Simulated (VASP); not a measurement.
# Sb in VASP: further runs, part 3 of 3

VASP 6.6.1.

## 6. Electric field gradients, PBEsol (x and y stretched by +3 %, z held)

Input file INCAR:

```
SYSTEM = Sb
PREC     = Accurate       ! precision mode
ENCUT    = 520            ! plane-wave cutoff, eV
EDIFF    = 1E-8           ! SCF threshold, eV
ISMEAR   = -1             ! smearing method
SIGMA    = 0.05           ! smearing width, eV
LREAL    = .False.        ! projectors in reciprocal space
LASPH    = .True.         ! aspherical terms in the spheres
NELM     = 80             ! most SCF steps
ALGO     = Normal         ! electronic algorithm
ISIF     = 2              ! what is computed and relaxed
LWAVE    = .False.        ! write WAVECAR
LCHARG   = .False.        ! write CHGCAR
GGA      = PS             ! functional
LEFG     = .True.       
NBANDS   = 8              ! bands
```

Input file KPOINTS:

```
regular mesh
0
Gamma
  12 12 12
  0 0 0
```

Input file POSCAR:

```
Sb
1.0
    3.1758439183      0.0000000000      0.0000000000
    0.0000000000      3.1758439183      0.0000000000
    0.0000000000      0.0000000000      3.0833436100
Sb
1
Direct
    0.0000000000      0.0000000000      0.0000000000
```

Potentials or basis: VASP PAW PBE potentials, release 64 (Sb).

Command:

```console
$ cat potpaw_PBE.64/Sb/POTCAR > POTCAR
$ mpirun -np 1 vasp_std > vasp.out
```

OUTCAR:

```text
SYSTEM = Sb
   PREC = Accurate
   ENCUT = 520
   EDIFF = 1E-8
   ISMEAR = -1
   LREAL = .False.
   LASPH = .True.
   NELM = 80
   ISIF = 2
   GGA = PS

 ion  position               nearest neighbor table
   1  0.000  0.000  0.000-

  LATTYP: Found a simple tetragonal cell.
 ALAT       =     3.1758439183
 C/A-ratio  =     0.9708737864

  Lattice vectors:

 A1 = (   3.1758439183,   0.0000000000,   0.0000000000)
 A2 = (   0.0000000000,   3.1758439183,   0.0000000000)
 A3 = (   0.0000000000,   0.0000000000,   3.0833436100)

Analysis of symmetry for initial positions (statically):
=====================================================================
 Subroutine PRICEL returns:
 Original cell was already a primitive cell.

 Routine SETGRP: Setting up the symmetry group for a
 simple tetragonal supercell.

 Subroutine GETGRP returns: Found 16 space group operations
 (whereof 16 operations were pure point group operations)
 out of a pool of 16 trial point group operations.

The static configuration has the point symmetry D_4h.

Analysis of symmetry for dynamics (positions and initial velocities):
=====================================================================
 Subroutine PRICEL returns:
 Original cell was already a primitive cell.

 Routine SETGRP: Setting up the symmetry group for a
 simple tetragonal supercell.

 Subroutine GETGRP returns: Found 16 space group operations
 (whereof 16 operations were pure point group operations)
 out of a pool of 16 trial point group operations.

The dynamic configuration has the point symmetry D_4h.

 Subroutine INISYM returns: Found 16 space group operations
 (whereof 16 operations are pure point group operations),
 and found     1 'primitive' translations

[... 148 lines left out ...]
  band No.  band energies     occupation
      1      -5.6225      2.00000
      2       9.3597      0.00000
      3       9.3597      0.00000
      4      10.1701      0.00000
      5      13.1955      0.00000
      6      13.3984      0.00000
      7      14.5358      0.00000
      8      23.6916      0.00000
[... 243 lines left out ...]
 k-point    24 :       0.4167    0.3333    0.0000
  band No.  band energies     occupation
      1      -2.3339      2.00000
      2       2.9075      2.00000
      3       4.6040      2.00000
      4      10.4957      0.00000
      5      13.0166      0.00000
      6      17.4512      0.00000
      7      19.6648      0.00000
      8      19.7885      0.00000

 [... further k-points ...]
[... 5 lines left out ...]
  --------------------------------------------------------------------------------------
  -------------------------------------------------------------------------------------
  Total       -0.9314928     -0.9314928     -0.4805216      0.0000000      0.0000000     -0.0000000
  in kB      -47.9899040    -47.9899040    -24.7561584      0.0000000      0.0000000     -0.0000000
  external PRESSURE =     -40.2453222 kB  Pullay stress =       0.0000000 kB

 VOLUME and BASIS-vectors are now :
 -----------------------------------------------------------------------------
  energy-cutoff  :      520.00
  volume of cell :       31.10
      direct lattice vectors                 reciprocal lattice vectors
     3.175843918  0.000000000  0.000000000     0.314876935  0.000000000  0.000000000
     0.000000000  3.175843918  0.000000000     0.000000000  0.314876935  0.000000000
     0.000000000  0.000000000  3.083343610     0.000000000  0.000000000  0.324323243

 POSITION                                       TOTAL-FORCE (eV/Angst)
 -----------------------------------------------------------------------------------
      0.00000      0.00000      0.00000         0.000000      0.000000      0.000000
 -----------------------------------------------------------------------------------
    total drift:                                0.000000      0.000000      0.000000

  FREE ENERGIE OF THE ION-ELECTRON SYSTEM (eV)
  ---------------------------------------------------
  free  energy   TOTEN  =        -4.4868140571 eV

  energy  without entropy=       -4.4805777302  energy(sigma->0) =       -4.48369589

 Electric field gradients (V/A^2)
---------------------------------------------------------------------
 ion       V_xx      V_yy      V_zz      V_xy      V_xz      V_yz
---------------------------------------------------------------------
   1      -0.872    -0.872     1.743    -0.000     0.000     0.000
---------------------------------------------------------------------

 Electric field gradients after diagonalization (V/A^2)
 (convention: |V_zz| > |V_xx| > |V_yy|)
----------------------------------------------------------------------
 ion       V_xx      V_yy      V_zz     asymmetry (V_yy - V_xx)/ V_zz
----------------------------------------------------------------------
   1      -0.872    -0.872     1.743       0.000
----------------------------------------------------------------------

           NMR quadrupolar parameters

 Cq : quadrupolar parameter    Cq=e*Q*V_zz/h
 eta: asymmetry parameters     (V_yy - V_xx)/ V_zz
 Q  : nuclear electric quadrupole moment in mb (millibarn)
----------------------------------------------------------------------
 ion       Cq(MHz)       eta       Q (mb)
----------------------------------------------------------------------
   1       0.004       0.000       1.000
----------------------------------------------------------------------
```

stdout:

```text
POSCAR found type information on POSCAR Sb
 POSCAR found :  1 types and       1 ions
 scaLAPACK will be used
 -----------------------------------------------------------------------------
|                                                                             |
|                                                                             |
|     You enforced a specific xc type in the INCAR file but a different       |
|     I HOPE YOU KNOW WHAT YOU ARE DOING!                                     |
|                                                                             |
 -----------------------------------------------------------------------------

 LDA part: xc-table for (Slater+PW92), standard interpolation
 POSCAR, INCAR and KPOINTS ok, starting setup
 FFT: planning ... GRIDC
 FFT: planning ... GRID_SOFT
 FFT: planning ... GRID
 WAVECAR not read
 entering main loop
ion   1
```

Wall time 37 s (1 thread of Intel Xeon 8259CL, shared host); peak memory 0.17 GiB.

Results:

* Free energy: -4.4868 eV
* Pressure: -4.0 GPa

Levels at points of the mesh, in eV from the Fermi level:
```
           k point  band 1  band 2  band 3  band 4  band 5  band 6  band 7  band 8
(0.00, 0.00, 0.00)  -12.15    2.83    2.83    3.64    6.67    6.87    8.01   17.17
(0.50, 0.00, 0.00)   -9.99   -5.34    4.61    5.43    8.83   10.40   11.04   11.21
(0.50, 0.50, 0.00)   -7.74   -3.46   -3.46    2.17    7.23   12.67   13.39   13.39
(0.00, 0.00, 0.50)   -9.62   -5.43    4.91    4.91    8.90   10.08   11.03   11.03
(0.50, 0.00, 0.50)   -7.34   -3.58   -3.19    2.24    6.69   12.43   12.75   12.83
(0.50, 0.50, 0.50)   -4.83   -1.87   -1.43   -1.43    4.74    4.74    4.98    6.87
```

Electric field gradients, principal values (V/Å²):
| atom | least | middle | greatest (by size) |
| --- | --- | --- | --- |
| 1 Sb | -0.872 | -0.872 | 1.743 |

Caveat: the cell differs from its parent crystal (x and y stretched by +3 %, z held); without QUAD_EFG the Cq values of the log hold for a quadrupole moment of 1 mb, not for the nuclei; the PAW data sets were made with another functional, which shifts forces and pressure a little; spin-orbit coupling is left out, which moves the levels of the heavy elements.

## 7. Summary

```tsv
cell	gap on the mesh (eV)	pressure (GPa)
a = 3.083 Å, 1 atom	none	-1.1
a = 3.063 Å, 1 atom	none	0.1
a = 3.104 Å, 1 atom	none	-2.2
a = 3.053, b = 3.053, c = 3.145 Å, 1 atom	none	-1.1
a = 3.176, b = 3.176, c = 3.083 Å, 1 atom	none	-4.0
```

Alike in all rows: task electric field gradients; level PBEsol; potentials or basis VASP PAW PBE potentials, release 64 (Sb); no spin polarisation; k mesh 12 × 12 × 12; cutoff (eV) 520; smearing fermi-dirac 0.05 eV.

Caveats: the PAW data sets were made with another functional, which shifts forces and pressure a little; spin-orbit coupling is left out, which moves the levels of the heavy elements.

Absolute energies hang on the potentials; compare differences alone.
